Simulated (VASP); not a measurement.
A run of VASP 6.6.1:

Contents of INCAR:

```
SYSTEM = Ba
PREC = Accurate
ENCUT = 520
EDIFF = 1E-7
ISMEAR = -1
SIGMA = 0.1
LREAL = .False.
LASPH = .True.
NELM = 80
ALGO = Normal
ISIF = 2
LWAVE = .False.
LCHARG = .False.
GGA = RP
NBANDS = 17
```

Contents of KPOINTS:

```
Automatic mesh
0
Gamma
  6 6 6
  0 0 0
```

File POSCAR:

```
Ba
1.0
    0.0000000000      5.3502007517      5.3502007517
    5.3502007517      0.0000000000      5.3502007517
    5.3502007517      5.3502007517      0.0000000000
Ba
2
Direct
    0.1250000000      0.1250000000      0.1250000000
    0.8750000000      0.8750000000      0.8750000000
```

Potentials or basis: VASP PAW PBE potentials, release 64 (Ba_sv).

The run is started by

```sh
$ cat potpaw_PBE.64/Ba_sv/POTCAR > POTCAR
$ mpirun -np 1 vasp_std > vasp.out
```

Hardware: 1 thread of Intel(R) Xeon(R) Platinum 8488C (Sapphire Rapids) (shared host).

How long does it take, and how much memory?

It took 64 s on 1 thread of Intel(R) Xeon(R) Platinum 8488C (Sapphire Rapids), on a shared host, peak memory 0.44 GiB. Counts: scf iterations 16, k points 16.
